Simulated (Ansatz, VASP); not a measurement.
## EuS in VASP and in Ansatz

INCAR

```
ALGO = Normal
EDIFF = 1E-8
ENCUT = 520
GGA = PE
GGA_COMPAT = False
ISIF = 2
ISMEAR = -1
ISPIN = 2
LASPH = True
LCHARG = False
LEFG = True
LMAXMIX = 6
LORBIT = 11
LREAL = False
LWAVE = False
MAGMOM = 7 0
NBANDS = 22
NELM = 200
PREC = Accurate
SIGMA = 0.05
```

The input KPOINTS:

```
k-points
0
Gamma
  10 10 10
```

POSCAR

```
EuS
1.0
    0.0000000000      3.0369167916      3.0369167916
    3.0369167916      0.0000000000      3.0369167916
    3.0369167916      3.0369167916      0.0000000000
Eu S
1 1
Direct
    0.0000000000      0.0000000000      0.0000000000
    0.5000000000      0.5000000000      0.5000000000
```

Input for Ansatz:

```yaml
crystal:
  lattice:
    - [0.0, 3.0369167916, 3.0369167916]
    - [3.0369167916, 0.0, 3.0369167916]
    - [3.0369167916, 3.0369167916, 0.0]
  atoms:
    - { symbol: Eu, position: [0.0, 0.0, 0.0], spin: 7.0 }
    - { symbol: S, position: [0.5, 0.5, 0.5] }
magnetization:
  spin_polarized: true
kpoints:
  mp_grid: { grid: [10, 10, 10] }
scf:
  occupations: { method: fermi_dirac, width: 0.05 }
hamiltonian:
  xc: pbe
  pseudopotentials: { kind: paw }
output:
  forces: true
  stress: true
  eigenvalues: true
  efg: { contact_densities: true }
```

Change from the starting cell: volume scaled by 1.06, PAW files.

Alike in both runs: task electric field gradients; functional PBE; k mesh 10 × 10 × 10; occupations fermi-dirac, width 0.05 eV; collinear spin.

```csv
,VASP,Ansatz
version,VASP 6.6.1,Ansatz 0.2.0
potentials or method,"VASP PAW PBE potentials, release 64 (Eu, S)","PAW with Ansatz's default frozen-core files, scalar-relativistic"
plane-wave cutoff (eV),520,420
valence electrons in the cell,23,23
```

```tsv
	VASP	Ansatz	Ansatz less VASP
pressure (GPa)	-4.9	-4.6	+0.33
net moment per atom (μB)	3.50	3.50	+0.001
size of the moment on the site where the two differ most (μB)	6.61	6.80	+0.188
```

Site moments also hang on the region over which each program counts them.

Neither program's run includes spin-orbit coupling.
